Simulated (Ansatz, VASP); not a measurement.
**One calculation of ZnS, two programs**

Contents of INCAR:

```
SYSTEM = ZnS
PREC = Accurate
ENCUT = 520
EDIFF = 1E-7
ISMEAR = 0
SIGMA = 0.05
LREAL = .False.
LASPH = .True.
NELM = 100
ALGO = Normal
ISIF = 2
LWAVE = .False.
LCHARG = .True.
GGA = PS
LELF = .True.
LVHAR = .True.
NBANDS = 26
```

File KPOINTS:

```
Automatic mesh
0
Gamma
  9 9 6
  0 0 0
```

The input POSCAR:

```
ZnS
1.0
    3.7814465092      0.0000000000      0.0000000000
   -1.8907232546      3.2748287400      0.0000000000
    0.0000000000      0.0000000000      6.2087146531
Zn S
2 2
Direct
    0.3182943790      0.6365887579      0.0054424479
    0.6817056210      0.3634112421      0.5054424479
    0.3459107862      0.6918215724      0.3795575521
    0.6540892138      0.3081784276      0.8795575521
```

Input for Ansatz:

```yaml
crystal:
  lattice:
    - [3.7814465092, 0.0, 0.0]
    - [-1.8907232546, 3.27482874, 0.0]
    - [0.0, 0.0, 6.2087146531]
  atoms:
    - { symbol: Zn, position: [0.318294379, 0.6365887579, 0.0054424479] }
    - { symbol: Zn, position: [0.681705621, 0.3634112421, 0.5054424479] }
    - { symbol: S, position: [0.3459107862, 0.6918215724, 0.3795575521] }
    - { symbol: S, position: [0.6540892138, 0.3081784276, 0.8795575521] }
basis:
  ecutwfc: 520.0
kpoints:
  mp_grid: { grid: [9, 9, 6] }
hamiltonian:
  xc: pbesol
  pseudopotentials: { kind: paw }
scf:
  occupations: { method: gaussian, width: 0.05 }
output:
  forces: true
  stress: true
  eigenvalues: true
```

Change from the starting cell: mode 4 frozen in at +0.000 Å and mode 5 at -0.099 Å (largest displacements).

Alike in both runs: task single point; functional PBEsol; k mesh 9 × 9 × 6; occupations gaussian, width 0.05 eV; no spin polarisation.

|  | VASP | Ansatz |
| --- | --- | --- |
| version | VASP 6.6.1 | Ansatz 0.2.0 |
| potentials or method | VASP PAW PBE potentials, release 64 (Zn, S), cutoff 520 eV | scalar-relativistic, plane waves, PAW |
| valence electrons in the cell | 36 | 36 |

VASP gave:

- gap on the k mesh at the Fermi level (eV): 2.13
- least direct gap on the mesh (eV): 2.13
- pressure (GPa): 0.1
- traceless stress, the component that is largest in VASP (GPa): 0.24
- rms of the force components (eV/Å): 0.052

What did Ansatz give for the same quantities?

gap on the k mesh at the Fermi level (eV): 2.12; least direct gap on the mesh (eV): 2.12; pressure (GPa): -0.1; traceless stress, the component that is largest in VASP (GPa): 0.24; rms of the force components (eV/Å): 0.052.

VASP's potentials were made for PBE, not for PBEsol. Atom by atom the forces differ by 0.001 eV/Å (rms over components). The functional is the same, so the differences come from potentials, cutoffs and numerics.
